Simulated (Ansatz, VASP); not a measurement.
**One calculation of Fe, two programs**

The input INCAR:

```
SYSTEM = Fe
PREC = Accurate ; ENCUT = 600
EDIFF = 1E-6 ; ISMEAR = 1
SIGMA = 0.13605693122994 ; LREAL = .False.
LASPH = .True. ; NELM = 200
ALGO = Normal ; ISIF = 2
LWAVE = .False. ; LCHARG = .False.
ISPIN = 2 ; MAGMOM = 4
LORBIT = 11 ; LMAXMIX = 4
GGA = PE ; NBANDS = 14
GGA_COMPAT = .False.
```

File KPOINTS:

```
Automatic mesh
0
Gamma
  8 8 8
  0 0 0
```

Contents of POSCAR:

```
Fe
1.0
   -1.4315177495      1.4315177495      1.4315177495
    1.4315177495     -1.4315177495      1.4315177495
    1.4315177495      1.4315177495     -1.4315177495
Fe
1
Direct
    0.0000000000      0.0000000000      0.0000000000
```

Input for Ansatz:

```yaml
crystal:
  lattice:
    - [-1.4315177495, 1.4315177495, 1.4315177495]
    - [1.4315177495, -1.4315177495, 1.4315177495]
    - [1.4315177495, 1.4315177495, -1.4315177495]
  atoms:
    - { symbol: Fe, position: [0.0, 0.0, 0.0], spin: 4.0 }
basis: {}
kpoints:
  mp_grid: { grid: [8, 8, 8] }
hamiltonian:
  xc: pbe
  pseudopotentials: { kind: paw, source: ansatz }
scf:
  occupations: { method: methfessel_paxton, width: "0.01 Ry" }
  lower_state_search: "off"
output:
  forces: true
  stress: true
  eigenvalues: true
  populations: true
magnetization:
  spin_polarized: true
```

Alike in both runs: task single point; functional PBE; k mesh 8 × 8 × 8; collinear spin.

|  | VASP | Ansatz |
| --- | --- | --- |
| version | VASP 6.6.1 | Ansatz 0.2.0 |
| potentials or method | VASP PAW PBE potentials, release 64 (Fe) | scalar-relativistic, plane waves, PAW (harder set) |
| plane-wave cutoff (eV) | 600 | 844 |
| occupations | methfessel-paxton of order 1, width 0.136057 eV | methfessel-paxton of order 1 |
| valence electrons in the cell | 8 | 16 |

```tsv
	VASP	Ansatz	Ansatz less VASP
gap on the k mesh at the Fermi level (eV)	none	none	-
pressure (GPa)	-3.3	-3.0	+0.36
net moment per atom (μB)	2.36	2.36	+0.002
size of the moment on the site where the two differ most (μB)	2.36	2.41	+0.052
```

Site moments also hang on the region over which each program counts them. A gap of «none» marks a metal or a gap that the smearing closes. VASP's potentials hold 8 valence electrons a cell and Ansatz's 16, so a difference there can come from the potentials and not from the codes. Ansatz's warnings: stability check not made.

The k mesh is coarse, so the values compare programs but aren't converged.
